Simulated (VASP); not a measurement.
# SiO2 (P-3m1) in VASP: relaxation of cell and atoms with PBE+D3(BJ)

Aim: the relaxation of cell and atoms of SiO2 with PBE+D3(BJ).

Program: VASP 6.6.1. These are calculated values, not measurements. Logs are shortened: lines on timing, memory, paths and dates and some standing lists are left out, and cuts for length are marked.

**1. The cell of the first run**

The structure is trigonal, space group P-3m1 (No. 164). Conventional cell: a = 2.687 Å, b = 2.687 Å, c = 4.617 Å, α = 90.00°, β = 90.00°, γ = 120.00°. Si (site symmetry -3m) has 6 O at 1.80 Å within 2.4 Å. Within 2.5 Å of O (site symmetry 3m) lie 3 Si at 1.80 Å and 3 O at 2.40 Å.

**2. Relaxation of cell and atoms, PBE+D3(BJ)**

INCAR reads:

```
SYSTEM = SiO2
PREC     = Accurate       ! precision mode
ENCUT    = 600            ! plane-wave cutoff, eV
EDIFF    = 1E-7           ! SCF threshold, eV
ISMEAR   = 0              ! smearing method
SIGMA    = 0.02           ! smearing width, eV
LREAL    = .False.        ! projectors in reciprocal space
LASPH    = .True.         ! aspherical terms in the spheres
NELM     = 100            ! most SCF steps
ALGO     = Normal         ! electronic algorithm
ISIF     = 3              ! what is computed and relaxed
LWAVE    = .False.        ! write WAVECAR
LCHARG   = .False.        ! write CHGCAR
GGA      = PE             ! functional
IVDW     = 12             ! dispersion correction
IBRION   = 2              ! ionic algorithm
NSW      = 100            ! ionic steps
EDIFFG   = -0.01          ! ionic threshold
```

KPOINTS reads:

```
regular mesh
0
Gamma
  12 12 6
  0 0 0
```

POSCAR reads:

```
SiO2
1.0
    2.6867707959      0.0000000000      0.0000000000
   -1.3433853980      2.3268117634      0.0000000000
    0.0000000000      0.0000000000      4.6165059198
Si O
1 2
Direct
    0.0000000000      0.0000000000      0.5000000000
    0.3333333333      0.6666666667      0.6983712419
    0.6666666667      0.3333333333      0.3016287581
```

Potentials or basis: VASP PAW PBE potentials, release 64 (Si, O).

Run with:

```sh
cat potpaw_PBE.64/Si/POTCAR potpaw_PBE.64/O/POTCAR > POTCAR
mpirun -np 1 vasp_std > vasp.out
```

OUTCAR:

```text
SYSTEM = SiO2
   PREC = Accurate
   ENCUT = 600
   EDIFF = 1E-7
   ISMEAR = 0
   LREAL = .False.
   LASPH = .True.
   NELM = 100
   ISIF = 3
   GGA = PE
   IVDW = 12
   IBRION = 2
   NSW = 100
   EDIFFG = -0.01
 IVDW          = 12

 ion  position               nearest neighbor table
   1  0.000  0.000  0.500-   2 1.80   3 1.80   3 1.80   2 1.80   3 1.80   2 1.80
   2  0.333  0.667  0.698-   1 1.80   1 1.80   1 1.80
   3  0.667  0.333  0.302-   1 1.80   1 1.80   1 1.80

  LATTYP: Found a hexagonal cell.
 ALAT       =     2.6867707959
 C/A-ratio  =     1.7182358565

  Lattice vectors:

 A1 = (   2.6867707959,   0.0000000000,   0.0000000000)
 A2 = (  -1.3433853980,   2.3268117634,   0.0000000000)
 A3 = (   0.0000000000,   0.0000000000,   4.6165059198)

Analysis of symmetry for initial positions (statically):
=====================================================================
 Subroutine PRICEL returns:
 Original cell was already a primitive cell.

 Routine SETGRP: Setting up the symmetry group for a
 hexagonal supercell.

 Subroutine GETGRP returns: Found 12 space group operations
 (whereof 12 operations were pure point group operations)
 out of a pool of 24 trial point group operations.

The static configuration has the point symmetry D_3d.

Analysis of symmetry for dynamics (positions and initial velocities):
=====================================================================
 Subroutine PRICEL returns:
 Original cell was already a primitive cell.

 Routine SETGRP: Setting up the symmetry group for a
 hexagonal supercell.

 Subroutine GETGRP returns: Found 12 space group operations
 (whereof 12 operations were pure point group operations)
 out of a pool of 24 trial point group operations.

The dynamic configuration has the point symmetry D_3d.

 Subroutine INISYM returns: Found 12 space group operations
 (whereof 12 operations are pure point group operations),
 and found     1 'primitive' translations

----------------------------------------------------------------------------------------

                                     Primitive cell

  volume of cell :      28.8606

  direct lattice vectors                    reciprocal lattice vectors
     2.686770796  0.000000000  0.000000000     0.372194011  0.214886313  0.000000000
    -1.343385398  2.326811763  0.000000000     0.000000000  0.429772625  0.000000000
     0.000000000  0.000000000  4.616505920     0.000000000  0.000000000  0.216614040

  length of vectors
     2.686770796  2.686770796  4.616505920     0.429772625  0.429772625  0.216614040

  position of ions in fractional coordinates (direct lattice)
     0.000000000  0.000000000  0.500000000
     0.333333333  0.666666667  0.698371242
     0.666666667  0.333333333  0.301628758

  ion indices of the primitive-cell ions
   primitive index   ion index
                 1           1
                 2           2
                 3           3

----------------------------------------------------------------------------------------

 KPOINTS: regular mesh

Automatic generation of k-mesh.
 Grid dimensions read from file:
 generate k-points for:   12   12    6

 Generating k-lattice:

  Cartesian coordinates                     Fractional coordinates (reciprocal lattice)
     0.031016168  0.017907193  0.000000000     0.083333333 -0.000000000  0.000000000
     0.000000000  0.035814385  0.000000000     0.000000000  0.083333333  0.000000000
     0.000000000  0.000000000  0.036102340     0.000000000  0.000000000  0.166666667

  Length of vectors
     0.035814385  0.035814385  0.036102340

  Shift w.r.t. Gamma in fractional coordinates (k-lattice)
     0.000000000  0.000000000  0.000000000

 Subroutine IBZKPT returns following result:
 ===========================================

 Found    100 irreducible k-points:

 Following reciprocal coordinates:
            Coordinates               Weight
  0.000000  0.000000  0.000000      1.000000
  0.083333  0.000000  0.000000      6.000000
  0.166667  0.000000  0.000000      6.000000
  0.250000  0.000000  0.000000      6.000000
  0.333333  0.000000  0.000000      6.000000
  0.416667  0.000000  0.000000      6.000000
[... 16 lines left out ...]
  0.166667  0.000000  0.166667      6.000000
  0.000000  0.166667  0.166667      6.000000
 [... further k-points ...]
   k-points           NKPTS =    100   k-points in BZ     NKDIM =    100   number of bands    NBANDS=     12
   number of dos      NEDOS =    301   number of ions     NIONS =      3
   total plane-waves  NPLWV =  23040
   dimension x,y,z NGX =    24 NGY =   24 NGZ =   40
   dimension x,y,z NGXF=    48 NGYF=   48 NGZF=   80
   ions per type =               1   2
   NGX,Y,Z   is equivalent  to a cutoff of  14.85, 14.85, 14.40 a.u.
   NGXF,Y,Z  is equivalent  to a cutoff of  29.70, 29.70, 28.81 a.u.
 SYSTEM =  SiO2
   PREC   = accura    normal or accurate (medium, high low for compatibility)
   ISTART =      0    job   : 0-new  1-cont  2-samecut
   ICHARG =      2    charge: 1-file 2-atom 10-const
   ISPIN  =      1    spin polarized calculation?
   LNONCOLLINEAR =      F non collinear calculations
   LSORBIT =      F    spin-orbit coupling
   LASPH  =      T    aspherical Exc in radial PAW
   ENCUT  =  600.0 eV  44.10 Ry    6.64 a.u.   5.37  5.37  9.22*2*pi/ulx,y,z
   NELM   =    100;   NELMIN=  2; NELMDL= -5     # of ELM steps
   EDIFF  = 0.1E-06   stopping-criterion for ELM
   LREAL  =      F    real-space projection
   EDIFFG = -.1E-01   stopping-criterion for IOM
   NSW    =    100    number of steps for IOM
   IBRION =      2    ionic relax: 0-MD 1-quasi-New 2-CG
   NFREE  =      1    steps in history (QN), initial steepest desc. (CG)
   ISIF   =      3    stress and relaxation
   ISYM   =      2    0-nonsym 1-usesym 2-fastsym
   POTIM  = 0.5000    time-step for ionic-motion
   TEBEG  =    0.0;   TEEND  =   0.0 temperature during run
   PSTRESS=    0.0 pullay stress
   NELECT =      16.0000    total number of electrons
   NUPDOWN=      -1.0000    fix difference up-down
   EMIN   =  10.00;   EMAX   =-10.00  energy-range for DOS
   EFERMI =   0.00;   METHOD = LEGACY
   ISMEAR =     0;   SIGMA  =   0.02  broadening in eV -4-tet -1-fermi 0-gaus
   EFERMI_NEDOS =   21; number of points for ismear=-14 and -15
   IALGO  =     38    algorithm
   IMIX   =      4    mixing-type and parameters
     AMIX     =   0.40;   BMIX     =  1.00
     AMIX_MAG =   1.60;   BMIX_MAG =  1.00
  volume/ion in A,a.u.               =       9.62        64.92
  Fermi-wavevector in a.u.,A,eV,Ry     =   1.344868  2.541432 24.608457  1.808671
  Thomas-Fermi vector in A             =   2.472827
   LORBIT       =      0    0 simple, 1 ext, 2 COOP (PROOUT), +10 PAW based schemes
   GGA     = PE    functional components
   LHFCALC =     F    Hartree Fock is set to
   AEXX    =    0.0000 exact exchange contribution
   IVDW    =    12    specifies the selected vdW correction
   LEPSILON=     F    determine dielectric tensor
   LRPA    =     F    only Hartree local field effects (RPA)
 conjugate gradient relaxation of ions
 non-spin polarized calculation
 Gauss-broadening in eV      SIGMA  =   0.02
  energy-cutoff  :      600.00
  volume of cell :       28.86
 maximum number of plane-waves:      1002
 NGX is ok and might be reduce to    24
   NGX = 11   NGY = 11   NGZ = 19

--------------------------------------- Ionic step        1  -------------------------------------------

 number of electron      15.9999998 magnetization

 Free energy of the ion-electron system (eV)
  ---------------------------------------------------
  ext. energy  EPLUGINS =         0.00000000
  ---------------------------------------------------
  free energy    TOTEN  =       -22.73440475 eV

  energy without entropy =      -22.73440475  energy(sigma->0) =      -22.73440475

------------------------ aborting loop because EDIFF is reached ----------------------------------------

 Edisp (eV)   -0.55796

 E8    (eV) :    -0.1870

  FORCE on cell =-STRESS in cart. coord.  units (eV):
  Direction    XX          YY          ZZ          XY          YZ          ZX
  --------------------------------------------------------------------------------------
  -------------------------------------------------------------------------------------
  Total       0.07705     0.07705    -0.09663    -0.00000     0.00000    -0.00000
  in kB       4.27727     4.27727    -5.36460    -0.00000     0.00000    -0.00000
  external pressure =        1.06 kB  Pullay stress =        0.00 kB
[... 309 lines left out ...]
  energy  without entropy=      -23.2932905910  energy(sigma->0) =      -23.29329059

--------------------------------------- Ionic step        9  -------------------------------------------

 number of electron      15.9999993 magnetization

 Free energy of the ion-electron system (eV)
  ---------------------------------------------------
  ext. energy  EPLUGINS =         0.00000000
  ---------------------------------------------------
  free energy    TOTEN  =       -22.72672433 eV

  energy without entropy =      -22.72672433  energy(sigma->0) =      -22.72672433

 E-fermi :   4.4845     XC(G=0): -10.8253

 val. band max:        4.3262905384   @ k =   0.1667   0.0000   0.0000
 cond. band min:      10.3967739535   @ k =   0.0000   0.0000   0.0000
 fundamental gap:      6.0704834151
 Fermi energy:         4.4844504122

 k-point     1 :       0.0000    0.0000    0.0000
  band No.  band energies     occupation
      1     -17.2184      2.00000
      2     -13.3013      2.00000
      3      -1.1043      2.00000
      4       1.9496      2.00000
      5       1.9496      2.00000
      6       3.0514      2.00000
      7       3.0514      2.00000
      8       4.0853      2.00000
      9      10.3968      0.00000
     10      12.4597      0.00000
     11      17.4694      0.00000
     12      17.4694      0.00000
[... 331 lines left out ...]
 k-point    24 :       0.0000    0.1667    0.1667
  band No.  band energies     occupation
      1     -16.7222      2.00000
      2     -13.1781      2.00000
      3      -0.7752      2.00000
      4       0.1060      2.00000
      5       1.3615      2.00000
      6       1.6648      2.00000
      7       3.0475      2.00000
      8       4.1640      2.00000
      9      12.0735      0.00000
     10      13.7480      0.00000
     11      15.9710      0.00000
     12      18.3092      0.00000

 [... further k-points ...]

------------------------ aborting loop because EDIFF is reached ----------------------------------------

 Edisp (eV)   -0.56658

 E8    (eV) :    -0.1901

  FORCE on cell =-STRESS in cart. coord.  units (eV):
  Direction    XX          YY          ZZ          XY          YZ          ZX
  --------------------------------------------------------------------------------------
  -------------------------------------------------------------------------------------
  Total      -0.00166    -0.00166     0.00212     0.00000    -0.00000     0.00000
  in kB      -0.09356    -0.09356     0.11946     0.00000    -0.00000     0.00000
  external pressure =       -0.02 kB  Pullay stress =        0.00 kB
[... 18 lines left out ...]
  FREE ENERGIE OF THE ION-ELECTRON SYSTEM (eV)
  ---------------------------------------------------
  free  energy   TOTEN  =       -23.2933079544 eV

  energy  without entropy=      -23.2933079544  energy(sigma->0) =      -23.29330795

 reached required accuracy - stopping structural energy minimisation
```

Run time: 3.5 min. Hardware: 1 thread of Intel Xeon 8259CL, shared host; peak memory 0.2 GiB.

What came out:

- Free energy: -23.2933 eV
- Relaxed volume: 9.49 Å³/atom
- Relaxed cell: a = 2.689 Å, b = 2.689 Å, c = 4.547 Å, α = 90.00°, β = 90.00°, γ = 120.00°
- Space group after relaxing (to 0.1 Å): P-3m1 (No. 164)
- Energy gained by relaxing: 0.3 meV/atom
- Ionic steps: 9
- Pressure after relaxing: 0.0 GPa
- Band gap on the k mesh: 6.07 eV (least direct gap 6.31 eV)
- Dispersion energy per atom: -0.189 eV

The path:
```tsv
step	energy change (eV)	largest force (eV/Å)	pressure (GPa)	volume (Å³)
1	0.0000	0.0092	0.11	28.86
2	-0.0002	0.0093	-0.37	28.89
3	-0.0002	0.0095	-0.38	28.89
4	-0.0003	0.0432	-0.12	28.82
5	-0.0004	0.0691	0.07	28.77
6	-0.0004	0.0635	0.06	28.75
7	-0.0007	0.0463	0.04	28.67
8	-0.0009	0.0124	0.01	28.52
9	-0.0009	0.0007	0.00	28.47
```

Final structure:
```
CELL_PARAMETERS angstrom
2.68891 0.00000 0.00000
-1.34446 2.32867 0.00000
0.00000 0.00000 4.54669
ATOMIC_POSITIONS crystal
Si 0.00000 0.00000 0.50000
O 0.33333 0.66667 0.70116
O 0.66667 0.33333 0.29884
```

A k mesh can miss the band edges.
